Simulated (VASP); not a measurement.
# Ta (Im-3m) in VASP: a series of runs

The runs below take Ta through single point, relaxation of cell and atoms, with PBE.

Program: VASP 6.6.1. These are calculated values, not measurements. Logs are shortened: lines on timing, memory, paths and dates and some standing lists are left out, and cuts for length are marked.

## Step 1: The cell of the first run

Symmetry: Im-3m, No. 229, cubic system. The conventional cell has a = 3.320 Å, b = 3.320 Å, c = 3.320 Å, α = 90.00°, β = 90.00°, γ = 90.00°. Within 3.8 Å of Ta (site symmetry m-3m) lie 14 Ta at 2.87 to 3.32 Å.

## Step 2: Single point, PBE

INCAR reads:

```
PREC = Accurate
ENCUT = 520
EDIFF = 1E-6
ISMEAR = -1
SIGMA = 0.1
LREAL = False
LASPH = True
NELM = 60
ALGO = Normal
ISIF = 2
LWAVE = False
LCHARG = False
GGA = PE
NBANDS = 12
```

KPOINTS reads:

```
Automatic mesh
0
Gamma
  14 14 14
```

POSCAR reads:

```
Ta
1.0
   -1.6597980421      1.6597980421      1.6597980421
    1.6597980421     -1.6597980421      1.6597980421
    1.6597980421      1.6597980421     -1.6597980421
Ta
1
Direct
    0.0000000000      0.0000000000      0.0000000000
```

Potentials or basis: VASP PAW PBE potentials, release 64 (Ta_pv).

Launch:

```bash
$ cat potpaw_PBE.64/Ta_pv/POTCAR > POTCAR
$ mpirun -np 1 vasp_std > vasp.out
```

OUTCAR:

```text
PREC = Accurate
   ENCUT = 520
   EDIFF = 1E-6
   ISMEAR = -1
   LREAL = False
   LASPH = True
   NELM = 60
   ISIF = 2
   GGA = PE

 ion  position               nearest neighbor table
   1  0.000  0.000  0.000-

  LATTYP: Found a body centered cubic cell.
 ALAT       =     3.3195960842

  Lattice vectors:

 A1 = (  -1.6597980421,   1.6597980421,   1.6597980421)
 A2 = (   1.6597980421,  -1.6597980421,   1.6597980421)
 A3 = (   1.6597980421,   1.6597980421,  -1.6597980421)

Analysis of symmetry for initial positions (statically):
=====================================================================
 Subroutine PRICEL returns:
 Original cell was already a primitive cell.

 Routine SETGRP: Setting up the symmetry group for a
 body centered cubic supercell.

 Subroutine GETGRP returns: Found 48 space group operations
 (whereof 48 operations were pure point group operations)
 out of a pool of 48 trial point group operations.

The static configuration has the point symmetry O_h .

Analysis of symmetry for dynamics (positions and initial velocities):
=====================================================================
 Subroutine PRICEL returns:
 Original cell was already a primitive cell.

 Routine SETGRP: Setting up the symmetry group for a
 body centered cubic supercell.

 Subroutine GETGRP returns: Found 48 space group operations
 (whereof 48 operations were pure point group operations)
 out of a pool of 48 trial point group operations.

The dynamic configuration has the point symmetry O_h .

 Subroutine INISYM returns: Found 48 space group operations
 (whereof 48 operations are pure point group operations),
 and found     1 'primitive' translations

----------------------------------------------------------------------------------------

                                     Primitive cell

  volume of cell :      18.2905

  direct lattice vectors                    reciprocal lattice vectors
    -1.659798042  1.659798042  1.659798042     0.000000000  0.301241469  0.301241469
     1.659798042 -1.659798042  1.659798042     0.301241469  0.000000000  0.301241469
     1.659798042  1.659798042 -1.659798042     0.301241469  0.301241469  0.000000000

  length of vectors
     2.874854539  2.874854539  2.874854539     0.426019771  0.426019771  0.426019771

  position of ions in fractional coordinates (direct lattice)
     0.000000000  0.000000000  0.000000000

  ion indices of the primitive-cell ions
   primitive index   ion index
                 1           1

----------------------------------------------------------------------------------------

 KPOINTS: Automatic mesh

Automatic generation of k-mesh.
 Grid dimensions read from file:
 generate k-points for:   14   14   14

 Generating k-lattice:

  Cartesian coordinates                     Fractional coordinates (reciprocal lattice)
     0.000000000  0.021517248  0.021517248     0.071428571  0.000000000  0.000000000
     0.021517248  0.000000000  0.021517248     0.000000000  0.071428571  0.000000000
     0.021517248  0.021517248  0.000000000     0.000000000  0.000000000  0.071428571

  Length of vectors
     0.030429984  0.030429984  0.030429984

  Shift w.r.t. Gamma in fractional coordinates (k-lattice)
     0.000000000  0.000000000  0.000000000

 Subroutine IBZKPT returns following result:
 ===========================================

 Found    104 irreducible k-points:

 Following reciprocal coordinates:
            Coordinates               Weight
  0.000000  0.000000  0.000000      1.000000
  0.071429  0.000000  0.000000     12.000000
  0.142857  0.000000  0.000000     12.000000
  0.214286  0.000000  0.000000     12.000000
  0.285714  0.000000  0.000000     12.000000
  0.357143  0.000000  0.000000     12.000000
[... 16 lines left out ...]
  0.285714  0.285714  0.000000     24.000000
  0.357143  0.285714  0.000000     24.000000
 [... further k-points ...]
   k-points           NKPTS =    104   k-points in BZ     NKDIM =    104   number of bands    NBANDS=     12
   number of dos      NEDOS =    301   number of ions     NIONS =      1
   total plane-waves  NPLWV =  13824
   dimension x,y,z NGX =    24 NGY =   24 NGZ =   24
   dimension x,y,z NGXF=    48 NGYF=   48 NGZF=   48
   ions per type =               1
   NGX,Y,Z   is equivalent  to a cutoff of  13.88, 13.88, 13.88 a.u.
   NGXF,Y,Z  is equivalent  to a cutoff of  27.76, 27.76, 27.76 a.u.
 SYSTEM =  unknown system
   PREC   = accura    normal or accurate (medium, high low for compatibility)
   ISTART =      0    job   : 0-new  1-cont  2-samecut
   ICHARG =      2    charge: 1-file 2-atom 10-const
   ISPIN  =      1    spin polarized calculation?
   LNONCOLLINEAR =      F non collinear calculations
   LSORBIT =      F    spin-orbit coupling
   LASPH  =      T    aspherical Exc in radial PAW
   ENCUT  =  520.0 eV  38.22 Ry    6.18 a.u.   5.35  5.35  5.35*2*pi/ulx,y,z
   NELM   =     60;   NELMIN=  2; NELMDL= -5     # of ELM steps
   EDIFF  = 0.1E-05   stopping-criterion for ELM
   LREAL  =      F    real-space projection
   EDIFFG = 0.1E-04   stopping-criterion for IOM
   NSW    =      0    number of steps for IOM
   IBRION =     -1    ionic relax: 0-MD 1-quasi-New 2-CG
   NFREE  =      0    steps in history (QN), initial steepest desc. (CG)
   ISIF   =      2    stress and relaxation
   ISYM   =      2    0-nonsym 1-usesym 2-fastsym
   POTIM  = 0.5000    time-step for ionic-motion
   TEBEG  =    0.0;   TEEND  =   0.0 temperature during run
   PSTRESS=    0.0 pullay stress
   NELECT =      11.0000    total number of electrons
   NUPDOWN=      -1.0000    fix difference up-down
   EMIN   =  10.00;   EMAX   =-10.00  energy-range for DOS
   EFERMI =   0.00;   METHOD = LEGACY
   ISMEAR =    -1;   SIGMA  =   0.10  broadening in eV -4-tet -1-fermi 0-gaus
   EFERMI_NEDOS =   21; number of points for ismear=-14 and -15
   IALGO  =     38    algorithm
   IMIX   =      4    mixing-type and parameters
     AMIX     =   0.40;   BMIX     =  1.00
     AMIX_MAG =   1.60;   BMIX_MAG =  1.00
  volume/ion in A,a.u.               =      18.29       123.43
  Fermi-wavevector in a.u.,A,eV,Ry     =   1.381859  2.611335 25.980801  1.909535
  Thomas-Fermi vector in A             =   2.506604
   LORBIT       =      0    0 simple, 1 ext, 2 COOP (PROOUT), +10 PAW based schemes
   GGA     = PE    functional components
   LHFCALC =     F    Hartree Fock is set to
   AEXX    =    0.0000 exact exchange contribution
   IVDW    =     0    specifies the selected vdW correction
   LEPSILON=     F    determine dielectric tensor
   LRPA    =     F    only Hartree local field effects (RPA)
 non-spin polarized calculation
  energy-cutoff  :      520.00
  volume of cell :       18.29
 maximum number of plane-waves:       531
 NGX is ok and might be reduce to    24
   NGX = 11   NGY = 11   NGZ = 11

 number of electron      11.0000001 magnetization

 Free energy of the ion-electron system (eV)
  ---------------------------------------------------
  ext. energy  EPLUGINS =         0.00000000
  ---------------------------------------------------
  free energy    TOTEN  =       -11.83716568 eV

  energy without entropy =      -11.79760873  energy(sigma->0) =      -11.81738721

 E-fermi :   5.3819     XC(G=0): -12.5394

 val. band max:        5.3573384313   @ k =   0.3571   0.1429   0.1429
 cond. band min:       5.3951009269   @ k =   0.0714   0.0714   0.0714
 fundamental gap:      0.0377624955
 Fermi energy:         5.3819057907

 k-point     1 :       0.0000    0.0000    0.0000
  band No.  band energies     occupation
      1     -27.7676      2.00000
      2     -27.7676      2.00000
      3     -27.7676      2.00000
      4      -2.4946      2.00000
      5       6.0979      0.00155
      6       6.0979      0.00155
      7       6.0979      0.00155
      8       9.3167      0.00000
      9       9.3167      0.00000
     10      20.0109      0.00000
     11      20.3004      0.00000
     12      20.3004      0.00000

 k-point     2 :       0.0714    0.0000    0.0000
  band No.  band energies     occupation
      1     -27.8275      2.00000
      2     -27.7861      2.00000
      3     -27.7679      2.00000
      4      -2.2713      2.00000
      5       5.9536      0.00656
      6       6.0539      0.00241
      7       6.3168      0.00017
      8       9.0895      0.00000
      9       9.3178      0.00000
     10      20.0108      0.00000
     11      20.4982      0.00000
     12      20.6927      0.00000

 k-point     3 :       0.1429    0.0000    0.0000
  band No.  band energies     occupation
      1     -27.9925      2.00000
      2     -27.8376      2.00000
      3     -27.7688      2.00000
      4      -1.6391      2.00000
      5       5.5758      0.25149
      6       5.8492      0.01851
      7       6.9622      0.00000
      8       8.7199      0.00000
      9       9.3399      0.00000
     10      20.0102      0.00000
     11      20.9093      0.00000
     12      21.8084      0.00000
[... 286 lines left out ...]
 k-point    23 :       0.2857    0.2857    0.0000
  band No.  band energies     occupation
      1     -28.6666      2.00000
      2     -28.3704      2.00000
      3     -27.9014      2.00000
      4       2.7078      2.00000
      5       3.9864      2.00000
      6       4.7887      1.99471
      7       9.2988      0.00000
      8      10.0582      0.00000
      9      14.8821      0.00000
     10      15.1665      0.00000
     11      18.9891      0.00000
     12      20.0156      0.00000

 k-point    24 :       0.3571    0.2857    0.0000
  band No.  band energies     occupation
      1     -28.6239      2.00000
      2     -28.4534      2.00000
      3     -27.9073      2.00000
      4       2.8536      2.00000
      5       4.1260      1.99999
      6       4.6560      1.99859
      7       9.5238      0.00000
      8      10.0833      0.00000
      9      14.1300      0.00000
     10      16.2575      0.00000
     11      18.0322      0.00000
     12      20.0153      0.00000

 [... further k-points ...]
[... 5 lines left out ...]
  --------------------------------------------------------------------------------------
  -------------------------------------------------------------------------------------
  Total        0.0110693      0.0110693      0.0110693      0.0000000     -0.0000000      0.0000000
  in kB        0.9696292      0.9696292      0.9696292      0.0000000     -0.0000000      0.0000000
  external PRESSURE =       0.9696292 kB  Pullay stress =       0.0000000 kB

 VOLUME and BASIS-vectors are now :
 -----------------------------------------------------------------------------
  energy-cutoff  :      520.00
  volume of cell :       18.29
      direct lattice vectors                 reciprocal lattice vectors
    -1.659798042  1.659798042  1.659798042     0.000000000  0.301241469  0.301241469
     1.659798042 -1.659798042  1.659798042     0.301241469  0.000000000  0.301241469
     1.659798042  1.659798042 -1.659798042     0.301241469  0.301241469  0.000000000

 POSITION                                       TOTAL-FORCE (eV/Angst)
 -----------------------------------------------------------------------------------
      0.00000      0.00000      0.00000         0.000000      0.000000     -0.000000
 -----------------------------------------------------------------------------------
    total drift:                                0.000000      0.000000     -0.000000

  FREE ENERGIE OF THE ION-ELECTRON SYSTEM (eV)
  ---------------------------------------------------
  free  energy   TOTEN  =       -11.8371656844 eV

  energy  without entropy=      -11.7976087263  energy(sigma->0) =      -11.81738721
```

Wall time 12 s (1 thread of Intel Xeon Platinum 8488C (Sapphire Rapids), shared host); peak memory 0.15 GiB.

Results:

```yaml
Free_energy: -11.8372 eV
Pressure: 0.1 GPa
```

Levels at points of the mesh, in eV from the Fermi level:
| k point | band 3 | band 4 | band 5 | band 6 | band 7 | band 8 |
| --- | --- | --- | --- | --- | --- | --- |
| (0.00, 0.00, 0.00) | -33.15 | -7.88 | 0.72 | 0.72 | 0.72 | 3.93 |
| (0.50, 0.00, 0.00) | -33.16 | -4.33 | -1.52 | 1.50 | 3.81 | 4.82 |
| (0.50, 0.50, 0.50) | -33.93 | -3.73 | -3.73 | 6.69 | 6.69 | 6.69 |

Caveat: spin-orbit coupling is left out, which moves the levels of the heavy elements.

## Step 3: Relaxation of cell and atoms, PBE

This run uses another cell than the first one, of 18.01 Å³/atom, 0.985 times its volume.

INCAR reads:

```
SYSTEM = Ta
PREC = Accurate
ENCUT = 600
EDIFF = 1E-6
ISMEAR = -1
SIGMA = 0.1
LREAL = .FALSE.
LASPH = .TRUE.
NELM = 60
ALGO = Normal
ISIF = 3
LWAVE = .FALSE.
LCHARG = .FALSE.
GGA = PE
IBRION = 2
NSW = 80
EDIFFG = -0.05
```

KPOINTS reads:

```
Automatic mesh
0
G
  14 14 14
  0 0 0
```

POSCAR reads:

```
Ta
1.0
   -1.6512800000      1.6512800000      1.6512800000
    1.6512800000     -1.6512800000      1.6512800000
    1.6512800000      1.6512800000     -1.6512800000
Ta
1
Direct
    0.0000000000      0.0000000000      0.0000000000
```

Potentials or basis: VASP PAW PBE potentials, release 64 (Ta_pv).

Launch:

```bash
$ cat potpaw_PBE.64/Ta_pv/POTCAR > POTCAR
$ mpirun -np 1 vasp_std > vasp.out
```

It took 24 s on 1 thread of Intel Xeon Platinum 8488C (Sapphire Rapids), shared host; peak memory 0.16 GiB.

Results (log left out):

| Property | Result |
| --- | --- |
| Free energy | -11.8374 eV |
| Relaxed volume | 18.31 Å³/atom |
| Relaxed cell | a = 2.876 Å, b = 2.876 Å, c = 2.876 Å, α = 109.47°, β = 109.47°, γ = 109.47° |
| Space group after relaxing (to 0.05 Å) | Im-3m (No. 229) |
| Energy gained by relaxing | 2.9 meV/atom |
| Ionic steps | 3 |
| Pressure after relaxing | 0.0 GPa |

Step by step:
```csv
step,energy change (eV),largest force (eV/Å),pressure (GPa),volume (Å³)
1,0.0000,0.0000,3.29,18.01
2,0.0122,0.0000,-6.80,18.99
3,-0.0029,0.0000,-0.03,18.31
```

Final structure:
```
Ta
1.0
    -1.66024    1.66024    1.66024
     1.66024   -1.66024    1.66024
     1.66024    1.66024   -1.66024
Ta
1
Direct
  0.00000 0.00000 0.00000
```

Levels at points of the mesh, in eV from the Fermi level:
```csv
k point,band 2,band 3,band 4,band 5,band 6,band 7,band 8,band 9
"(0.00, 0.00, 0.00)",-33.15,-33.15,-7.87,0.72,0.72,0.72,3.93,3.93
"(0.50, 0.00, 0.00)",-33.51,-33.16,-4.32,-1.51,1.49,3.80,4.81,7.62
"(0.50, 0.50, 0.50)",-33.93,-33.93,-3.73,-3.73,6.69,6.69,6.69,8.49
```

Caveat: spin-orbit coupling is left out, which moves the levels of the heavy elements. PBE usually gives volumes a little too large and moduli too small.

## Step 4: Relaxation of cell and atoms, PBE, target pressure 10 GPa, at which the enthalpy is minimised

This run uses another cell than the first one, of 18.01 Å³/atom, 0.985 times its volume.

INCAR reads:

```
ALGO = Normal
EDIFF = 1E-6
EDIFFG = -0.05
ENCUT = 600
GGA = PE
IBRION = 2
ISIF = 3
ISMEAR = -1
LASPH = T
LCHARG = F
LREAL = F
LWAVE = F
NELM = 80
NSW = 80
PREC = Accurate
PSTRESS = 100.0
SIGMA = 0.1
```

KPOINTS reads:

```
k-points
0
Gamma
  14 14 14
```

POSCAR is that of step 3.

Launch:

```bash
$ cat potpaw_PBE.64/Ta_pv/POTCAR > POTCAR
$ mpirun -np 1 vasp_std > vasp.out
```

It took 32 s on 1 thread of Intel Xeon Platinum 8488C (Sapphire Rapids), shared host; peak memory 0.16 GiB.

The run converged. Its results:

* Free energy: -11.8137 eV
* Relaxed volume: 17.50 Å³/atom
* Relaxed cell: a = 2.833 Å, b = 2.833 Å, c = 2.833 Å, α = 109.47°, β = 109.47°, γ = 109.47°
* Space group after relaxing (to 0.05 Å): Im-3m (No. 229)
* Energy change on relaxing (the enthalpy is what falls): +20.7 meV/atom
* Ionic steps: 3
* Pressure after relaxing: 9.8 GPa

Step by step:
```
step  energy change (eV)  largest force (eV/Å)  pressure (GPa)  volume (Å³)
   1              0.0000                0.0000            3.29        18.01
   2              0.1961                0.0000           32.29        16.11
   3              0.0207                0.0000            9.78        17.50
```

Final structure:
```cif
data_structure
_symmetry_space_group_name_H-M 'P 1'
_symmetry_Int_Tables_number 1
_cell_length_a 2.8326
_cell_length_b 2.8326
_cell_length_c 2.8326
_cell_angle_alpha 109.471
_cell_angle_beta 109.471
_cell_angle_gamma 109.471
_cell_volume 17.50
loop_
_atom_site_label
_atom_site_type_symbol
_atom_site_fract_x
_atom_site_fract_y
_atom_site_fract_z
_atom_site_occupancy
Ta1 Ta 0.00000 0.00000 0.00000 1
```

Levels at points of the mesh, in eV from the Fermi level:
```csv
k point,band 3,band 4,band 5,band 6,band 7,band 8
"(0.00, 0.00, 0.00)",-32.96,-8.04,0.72,0.72,0.72,4.10
"(0.50, 0.00, 0.00)",-32.97,-4.52,-1.64,1.71,4.00,5.07
"(0.50, 0.50, 0.50)",-33.86,-3.99,-3.99,7.07,7.07,7.07
```

Caveat: the cell is relaxed towards a set pressure, so the enthalpy falls and the energy may rise; spin-orbit coupling is left out, which moves the levels of the heavy elements.

[end of part 1 of 2]
